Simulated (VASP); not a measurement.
# Hf4O3 (P-43m) in VASP: a series of runs, part 2 of 2

VASP 6.6.1.

## (3) Single point, PBE

Contents of INCAR:

```
SYSTEM = Hf4O3
  PREC = Accurate
  ENCUT = 520
  EDIFF = 1E-7
  ISMEAR = 0
  SIGMA = 0.1
  LREAL = .False.
  LASPH = .True.
  NELM = 100
  ALGO = Normal
  ISIF = 2
  LWAVE = .False.
  LCHARG = .False.
  GGA = PE
  NBANDS = 38
```

Contents of KPOINTS:

```
regular mesh
0
Gamma
  6 6 6
  0 0 0
```

Contents of POSCAR:

```
Hf4O3
1.0
    4.8756078524      0.0000000000      0.0000000000
    0.0000000000      4.8756078524      0.0000000000
    0.0000000000      0.0000000000      4.8756078524
Hf O
4 3
Direct
    0.7475911074      0.2524088926      0.2524088926
    0.2524088926      0.7475911074      0.2524088926
    0.2524088926      0.2524088926      0.7475911074
    0.7475911074      0.7475911074      0.7475911074
    0.0000000000      0.0000000000      0.5000000000
    0.5000000000      0.0000000000      0.0000000000
    0.0000000000      0.5000000000      0.0000000000
```

Potentials or basis: VASP PAW PBE potentials, release 64 (Hf_pv, O).

The run is started by

```bash
> cat potpaw_PBE.64/Hf_pv/POTCAR potpaw_PBE.64/O/POTCAR > POTCAR
> mpirun -np 1 vasp_std > vasp.out
```

OUTCAR:

```text
SYSTEM = Hf4O3
   PREC = Accurate
   ENCUT = 520
   EDIFF = 1E-7
   ISMEAR = 0
   LREAL = .False.
   LASPH = .True.
   NELM = 100
   ISIF = 2
   GGA = PE

 ion  position               nearest neighbor table
   1  0.748  0.252  0.252-   5 2.12   6 2.12   7 2.12   2 3.41   3 3.41   4 3.41   2 3.45   3 3.45
                             3 3.45   4 3.45   2 3.45   4 3.45   3 3.48   2 3.48   4 3.48
   2  0.252  0.748  0.252-   5 2.12   6 2.12   7 2.12   1 3.41   3 3.41   4 3.41   1 3.45   3 3.45
                             3 3.45   4 3.45   1 3.45   4 3.45   3 3.48   1 3.48   4 3.48
   3  0.252  0.252  0.748-   5 2.12   6 2.12   7 2.12   1 3.41   2 3.41   4 3.41   1 3.45   2 3.45
[... 1028 lines left out ...]
  Total       -1.1483686     -1.1483686     -1.1483686      0.0000000     -0.0000000     -0.0000000
  in kB      -15.8747020    -15.8747020    -15.8747020      0.0000000     -0.0000000     -0.0000000
  external PRESSURE =     -15.8747020 kB  Pullay stress =       0.0000000 kB

 VOLUME and BASIS-vectors are now :
 -----------------------------------------------------------------------------
  energy-cutoff  :      520.00
  volume of cell :      115.90
      direct lattice vectors                 reciprocal lattice vectors
     4.875607852  0.000000000  0.000000000     0.205102631  0.000000000  0.000000000
     0.000000000  4.875607852  0.000000000     0.000000000  0.205102631  0.000000000
     0.000000000  0.000000000  4.875607852     0.000000000  0.000000000  0.205102631

 POSITION                                       TOTAL-FORCE (eV/Angst)
 -----------------------------------------------------------------------------------
      3.64496      1.23065      1.23065         0.058509     -0.058509     -0.058509
      1.23065      3.64496      1.23065        -0.058509      0.058509     -0.058509
      1.23065      1.23065      3.64496        -0.058509     -0.058509      0.058509
      3.64496      3.64496      3.64496         0.058509      0.058509      0.058509
      0.00000      0.00000      2.43780         0.000000      0.000000     -0.000000
      2.43780      0.00000      0.00000         0.000000      0.000000     -0.000000
      0.00000      2.43780      0.00000         0.000000      0.000000     -0.000000
 -----------------------------------------------------------------------------------
    total drift:                               -0.000000     -0.000000      0.000000

  FREE ENERGIE OF THE ION-ELECTRON SYSTEM (eV)
  ---------------------------------------------------
  free  energy   TOTEN  =       -68.5718367485 eV

  energy  without entropy=      -68.5469593747  energy(sigma->0) =      -68.55939806
```

OSZICAR:

```text
N       E                     dE             d eps       ncg     rms          rms(c)
DAV:   1     0.328835695191E+03    0.32884E+03   -0.32527E+04  1520   0.148E+03
DAV:   2    -0.521793631771E+02   -0.38102E+03   -0.36989E+03  1912   0.380E+02
DAV:   3    -0.765652215843E+02   -0.24386E+02   -0.23791E+02  1944   0.722E+01
DAV:   4    -0.770086144521E+02   -0.44339E+00   -0.44046E+00  1866   0.968E+00
DAV:   5    -0.770178350074E+02   -0.92206E-02   -0.92125E-02  1892   0.122E+00    0.932E+01
DAV:   6    -0.691210446540E+02    0.78968E+01   -0.49742E+01  1738   0.319E+01    0.673E+01
DAV:   7    -0.687922510531E+02    0.32879E+00   -0.82946E+00  1772   0.142E+01    0.279E+01
DAV:   8    -0.685989293176E+02    0.19332E+00   -0.11153E+00  1928   0.499E+00    0.421E+00
DAV:   9    -0.685745824288E+02    0.24347E-01   -0.16466E-01  1724   0.186E+00    0.350E+00
DAV:  10    -0.685721815749E+02    0.24009E-02   -0.11941E-02  1936   0.579E-01    0.779E-01
DAV:  11    -0.685718742706E+02    0.30730E-03   -0.18494E-03  1782   0.228E-01    0.812E-01
DAV:  12    -0.685718530611E+02    0.21210E-04   -0.10088E-03  1880   0.155E-01    0.948E-02
DAV:  13    -0.685718381509E+02    0.14910E-04   -0.15753E-04  1836   0.597E-02    0.476E-02
DAV:  14    -0.685718372400E+02    0.91097E-06   -0.12895E-05  1808   0.180E-02    0.266E-02
DAV:  15    -0.685718370261E+02    0.21391E-06   -0.87986E-07  1892   0.491E-03    0.182E-02
DAV:  16    -0.685718367664E+02    0.25964E-06   -0.53533E-07  1600   0.325E-03    0.505E-03
DAV:  17    -0.685718367485E+02    0.17912E-07   -0.58205E-08  1114   0.124E-03
   1 F= -.68571837E+02 E0= -.68559398E+02  d E =-.248774E-01
```

stdout:

```text
POSCAR found type information on POSCAR HfO
 POSCAR found :  2 types and       7 ions
 scaLAPACK will be used
 LDA part: xc-table for (Slater+PW92), standard interpolation
 POSCAR, INCAR and KPOINTS ok, starting setup
 FFT: planning ... GRIDC
 FFT: planning ... GRID_SOFT
 FFT: planning ... GRID
 WAVECAR not read
 entering main loop
```

It took 5.3 min on 1 thread of AMD EPYC 7R13 (Zen 3), shared host; peak memory 0.2 GiB.

What came out:

* Free energy: -68.5718 eV
* Pressure: -1.6 GPa
* Largest force: 0.101 eV/Å
* Band gap on the k mesh: zero (band 29 reaches 6.52 eV, above the bottom of band 30 at 4.89 eV)

Forces in eV/Å, atoms in the order of the input:
```
Hf   0.059 -0.059 -0.059
Hf  -0.059  0.059 -0.059
Hf  -0.059 -0.059  0.059
Hf   0.059  0.059  0.059
O    0.000  0.000  0.000
O    0.000  0.000  0.000
O    0.000  0.000  0.000
```

Levels at points of the mesh, in eV from the Fermi level:
```tsv
k point	band 27	band 28	band 29	band 30	band 31	band 32
(0.00, 0.00, 0.00)	-1.02	-1.02	-0.11	-0.11	-0.11	2.37
(0.50, 0.00, 0.00)	-1.11	-1.09	-0.38	-0.38	-0.03	0.03
(0.50, 0.50, 0.00)	-1.17	-1.04	0.47	0.83	1.28	1.37
(0.50, 0.50, 0.50)	-0.82	-0.82	1.25	1.54	1.54	1.54
```

Caveat: spin-orbit coupling is left out, which moves the levels of the heavy elements.
